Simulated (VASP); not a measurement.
# Bi (Im-3m) in VASP: a series of runs, part 2 of 3

VASP 6.6.1. Earlier steps stand in the parts before.

## 4. Single point, PBE

Contents of INCAR:

```
SYSTEM = Bi
ALGO = Normal
EDIFF = 1E-6
ENCUT = 500
GGA = PE
GGA_COMPAT = .False.
ISIF = 2
ISMEAR = 0
LASPH = .True.
LCHARG = .True.
LELF = .True.
LREAL = .False.
LVHAR = .True.
LWAVE = .False.
NBANDS = 14
NELM = 120
PREC = Accurate
SIGMA = 0.013000000000000001
```

Contents of KPOINTS:

```
k-points
0
Gamma
  9 9 9
  0 0 0
```

Contents of POSCAR:

```
Bi
1.0
   -1.9814305318      1.9814305318      1.9814305318
    1.9814305318     -1.9814305318      1.9814305318
    1.9814305318      1.9814305318     -1.9814305318
Bi
1
Direct
    0.0000000000      0.0000000000      0.0000000000
```

Potentials or basis: VASP PAW PBE potentials, release 64 (Bi_d).

Started as:

```console
cat potpaw_PBE.64/Bi_d/POTCAR > POTCAR
mpirun -np 1 vasp_std > vasp.out
```

OUTCAR:

```text
SYSTEM = Bi
   EDIFF = 1E-6
   ENCUT = 500
   GGA = PE
   ISIF = 2
   ISMEAR = 0
   LASPH = .True.
   LREAL = .False.
   NELM = 120
   PREC = Accurate

 ion  position               nearest neighbor table
   1  0.000  0.000  0.000-

  LATTYP: Found a body centered cubic cell.
 ALAT       =     3.9628610636

  Lattice vectors:

 A1 = (  -1.9814305318,   1.9814305318,   1.9814305318)
 A2 = (   1.9814305318,  -1.9814305318,   1.9814305318)
 A3 = (   1.9814305318,   1.9814305318,  -1.9814305318)

Analysis of symmetry for initial positions (statically):
=====================================================================
 Subroutine PRICEL returns:
 Original cell was already a primitive cell.

 Routine SETGRP: Setting up the symmetry group for a
 body centered cubic supercell.

 Subroutine GETGRP returns: Found 48 space group operations
[... 9 lines left out ...]

 Routine SETGRP: Setting up the symmetry group for a
 body centered cubic supercell.

 Subroutine GETGRP returns: Found 48 space group operations
[... 11 lines left out ...]
                                     Primitive cell

  volume of cell :      31.1169

  direct lattice vectors                    reciprocal lattice vectors
    -1.981430532  1.981430532  1.981430532     0.000000000  0.252342937  0.252342937
     1.981430532 -1.981430532  1.981430532     0.252342937  0.000000000  0.252342937
     1.981430532  1.981430532 -1.981430532     0.252342937  0.252342937  0.000000000

  length of vectors
     3.431938353  3.431938353  3.431938353     0.356866804  0.356866804  0.356866804

  position of ions in fractional coordinates (direct lattice)
     0.000000000  0.000000000  0.000000000

  ion indices of the primitive-cell ions
   primitive index   ion index
                 1           1

----------------------------------------------------------------------------------------

 KPOINTS: k-points

Automatic generation of k-mesh.
 Grid dimensions read from file:
 generate k-points for:    9    9    9

 Generating k-lattice:

  Cartesian coordinates                     Fractional coordinates (reciprocal lattice)
     0.000000000  0.028038104  0.028038104     0.111111111  0.000000000  0.000000000
     0.028038104  0.000000000  0.028038104     0.000000000  0.111111111  0.000000000
     0.028038104  0.028038104  0.000000000     0.000000000  0.000000000  0.111111111

  Length of vectors
     0.039651867  0.039651867  0.039651867

  Shift w.r.t. Gamma in fractional coordinates (k-lattice)
     0.000000000  0.000000000  0.000000000

 Subroutine IBZKPT returns following result:
 ===========================================

 Found     35 irreducible k-points:

 Following reciprocal coordinates:
            Coordinates               Weight
  0.000000  0.000000  0.000000      1.000000
  0.111111  0.000000  0.000000     12.000000
  0.222222  0.000000  0.000000     12.000000
  0.333333  0.000000  0.000000     12.000000
  0.444444  0.000000  0.000000     12.000000
  0.111111  0.111111  0.000000     24.000000
[... 16 lines left out ...]
 -0.333333  0.444444  0.111111     48.000000
 -0.444444 -0.444444  0.111111     24.000000
 [... further k-points ...]
   k-points           NKPTS =     35   k-points in BZ     NKDIM =     35   number of bands    NBANDS=     14
   number of dos      NEDOS =    301   number of ions     NIONS =      1
   total plane-waves  NPLWV =  21952
   dimension x,y,z NGX =    28 NGY =   28 NGZ =   28
   dimension x,y,z NGXF=    56 NGYF=   56 NGZF=   56
   ions per type =               1
   NGX,Y,Z   is equivalent  to a cutoff of  13.56, 13.56, 13.56 a.u.
   NGXF,Y,Z  is equivalent  to a cutoff of  27.13, 27.13, 27.13 a.u.
 SYSTEM =  Bi
   PREC   = accura    normal or accurate (medium, high low for compatibility)
   ISTART =      0    job   : 0-new  1-cont  2-samecut
   ICHARG =      2    charge: 1-file 2-atom 10-const
   ISPIN  =      1    spin polarized calculation?
   LNONCOLLINEAR =      F non collinear calculations
   LSORBIT =      F    spin-orbit coupling
   LASPH  =      T    aspherical Exc in radial PAW
   ENCUT  =  500.0 eV  36.75 Ry    6.06 a.u.   6.26  6.26  6.26*2*pi/ulx,y,z
   NELM   =    120;   NELMIN=  2; NELMDL= -5     # of ELM steps
   EDIFF  = 0.1E-05   stopping-criterion for ELM
   LREAL  =      F    real-space projection
   EDIFFG = 0.1E-04   stopping-criterion for IOM
   NSW    =      0    number of steps for IOM
   IBRION =     -1    ionic relax: 0-MD 1-quasi-New 2-CG
[... 8 lines left out ...]
   EMIN   =  10.00;   EMAX   =-10.00  energy-range for DOS
   EFERMI =   0.00;   METHOD = LEGACY
   ISMEAR =     0;   SIGMA  =   0.01  broadening in eV -4-tet -1-fermi 0-gaus
   EFERMI_NEDOS =   21; number of points for ismear=-14 and -15
   IALGO  =     38    algorithm
   IMIX   =      4    mixing-type and parameters
     AMIX     =   0.40;   BMIX     =  1.00
     AMIX_MAG =   1.60;   BMIX_MAG =  1.00
  volume/ion in A,a.u.               =      31.12       209.99
  Fermi-wavevector in a.u.,A,eV,Ry     =   1.283630  2.425708 22.418388  1.647705
  Thomas-Fermi vector in A             =   2.415871
   LORBIT       =      0    0 simple, 1 ext, 2 COOP (PROOUT), +10 PAW based schemes
   GGA     = PE    functional components
   LHFCALC =     F    Hartree Fock is set to
   AEXX    =    0.0000 exact exchange contribution
   IVDW    =     0    specifies the selected vdW correction
   LEPSILON=     F    determine dielectric tensor
   LRPA    =     F    only Hartree local field effects (RPA)
 non-spin polarized calculation
 Gauss-broadening in eV      SIGMA  =   0.01
  energy-cutoff  :      500.00
  volume of cell :       31.12
 maximum number of plane-waves:       802
 NGX is ok and might be reduce to    28
   NGX = 13   NGY = 13   NGZ = 13

 number of electron      14.9999994 magnetization

 Free energy of the ion-electron system (eV)
  ---------------------------------------------------
  ext. energy  EPLUGINS =         0.00000000
  ---------------------------------------------------
  free energy    TOTEN  =        -3.76699581 eV

  energy without entropy =       -3.76677918  energy(sigma->0) =       -3.76688749

 E-fermi :   7.9364     XC(G=0): -10.2914

 val. band max:        7.9101476496   @ k =   0.2222   0.0000   0.0000
 cond. band min:       7.9408681621   @ k =  -0.2222   0.2222   0.1111
 fundamental gap:      0.0307205125
 Fermi energy:         7.9364029504

 k-point     1 :       0.0000    0.0000    0.0000
  band No.  band energies     occupation
      1     -15.1158      2.00000
      2     -15.1158      2.00000
      3     -15.1158      2.00000
      4     -14.9878      2.00000
      5     -14.9878      2.00000
      6      -5.5996      2.00000
      7      13.0412      0.00000
      8      13.0412      0.00000
      9      13.0412      0.00000
     10      17.0520      0.00000
     11      18.3960      0.00000
     12      18.3960      0.00000
     13      18.3960      0.00000
     14      19.5992      0.00000

 k-point     2 :       0.1111    0.0000    0.0000
  band No.  band energies     occupation
      1     -15.1204      2.00000
      2     -15.1079      2.00000
      3     -15.0916      2.00000
      4     -14.9932      2.00000
      5     -14.9888      2.00000
      6      -5.3750      2.00000
      7      11.0301      0.00000
      8      12.3995      0.00000
      9      12.8396      0.00000
     10      16.7262      0.00000
     11      17.4814      0.00000
     12      18.1414      0.00000
     13      18.6134      0.00000
     14      20.5295      0.00000

 k-point     3 :       0.2222    0.0000    0.0000
  band No.  band energies     occupation
      1     -15.1322      2.00000
      2     -15.0922      2.00000
      3     -15.0297      2.00000
      4     -15.0032      2.00000
      5     -14.9911      2.00000
      6      -4.7178      2.00000
      7       7.9101      1.99571
      8      11.1849      0.00000
      9      12.3209      0.00000
     10      15.2795      0.00000
     11      16.5041      0.00000
     12      18.3027      0.00000
     13      19.8217      0.00000
     14      22.5821      0.00000
[... 324 lines left out ...]
 k-point    23 :      -0.3333    0.4444    0.1111
  band No.  band energies     occupation
      1     -15.1027      2.00000
      2     -15.0678      2.00000
      3     -15.0221      2.00000
      4     -15.0035      2.00000
      5     -14.9367      2.00000
      6      -2.6845      2.00000
      7       4.4543      2.00000
      8       7.4444      2.00000
      9      10.6317      0.00000
     10      15.1903      0.00000
     11      16.1412      0.00000
     12      19.2692      0.00000
     13      19.5550      0.00000
     14      23.2110      0.00000

 k-point    24 :      -0.4444   -0.4444    0.1111
  band No.  band energies     occupation
      1     -15.1052      2.00000
      2     -15.0715      2.00000
      3     -15.0286      2.00000
      4     -14.9919      2.00000
      5     -14.9175      2.00000
      6      -2.1288      2.00000
      7       3.5506      2.00000
      8       7.0743      2.00000
      9      10.5585      0.00000
     10      15.3114      0.00000
     11      16.7700      0.00000
     12      17.8311      0.00000
     13      19.3042      0.00000
     14      25.6237      0.00000

 [... further k-points ...]
[... 5 lines left out ...]
  --------------------------------------------------------------------------------------
  -------------------------------------------------------------------------------------
  Total        0.1577092      0.1577092      0.1577092     -0.0000000     -0.0000000      0.0000000
  in kB        8.1202794      8.1202794      8.1202794     -0.0000000     -0.0000000      0.0000000
  external PRESSURE =       8.1202794 kB  Pullay stress =       0.0000000 kB

 VOLUME and BASIS-vectors are now :
 -----------------------------------------------------------------------------
  energy-cutoff  :      500.00
  volume of cell :       31.12
      direct lattice vectors                 reciprocal lattice vectors
    -1.981430532  1.981430532  1.981430532     0.000000000  0.252342937  0.252342937
     1.981430532 -1.981430532  1.981430532     0.252342937  0.000000000  0.252342937
     1.981430532  1.981430532 -1.981430532     0.252342937  0.252342937  0.000000000

 POSITION                                       TOTAL-FORCE (eV/Angst)
 -----------------------------------------------------------------------------------
      0.00000      0.00000      0.00000        -0.000000      0.000000     -0.000000
 -----------------------------------------------------------------------------------
    total drift:                               -0.000000     -0.000000      0.000000

  FREE ENERGIE OF THE ION-ELECTRON SYSTEM (eV)
  ---------------------------------------------------
  free  energy   TOTEN  =        -3.7669958131 eV

  energy  without entropy=       -3.7667791767  energy(sigma->0) =       -3.76688749
```

stdout:

```text
POSCAR found type information on POSCAR Bi
 POSCAR found :  1 types and       1 ions
 scaLAPACK will be used
 LDA part: xc-table for (Slater+PW92), standard interpolation
 POSCAR, INCAR and KPOINTS ok, starting setup
 FFT: planning ... GRIDC
 FFT: planning ... GRID_SOFT
 FFT: planning ... GRID
 WAVECAR not read
 entering main loop
```

Wall time 29 s (1 thread of Intel Xeon 8259CL, shared host); peak memory 0.15 GiB.

Results:

| Property | Result |
| --- | --- |
| Free energy | -3.7670 eV |
| Pressure | 0.8 GPa |

Caveat: spin-orbit coupling is left out, which moves the levels of the heavy elements.

## 5. Single point, PBE

Contents of INCAR:

```
SYSTEM = Bi
  ALGO = Normal
  EDIFF = 1E-6
  ENCUT = 500
  GGA = PE
  GGA_COMPAT = .False.
  ISIF = 2
  ISMEAR = 0
  LASPH = .True.
  LCHARG = .False.
  LREAL = .False.
  LWAVE = .False.
  NBANDS = 14
  NELM = 120
  PREC = Accurate
  SIGMA = 0.015
```

KPOINTS is that of step 4.

POSCAR is that of step 4.

Started as:

```console
cat potpaw_PBE.64/Bi_d/POTCAR > POTCAR
mpirun -np 1 vasp_std > vasp.out
```

Wall time 24 s (1 thread of Intel Xeon 8259CL, shared host); peak memory 0.15 GiB.

The run converged. Its results:

- Free energy: -3.7670 eV
- Pressure: 0.8 GPa

Levels at points of the mesh, in eV from the Fermi level:
```tsv
k point	band 5	band 6	band 7	band 8	band 9	band 10
(0.00, 0.00, 0.00)	-22.92	-13.54	5.11	5.11	5.11	9.12
```

Caveat: spin-orbit coupling is left out, which moves the levels of the heavy elements.

[end of part 2 of 3]
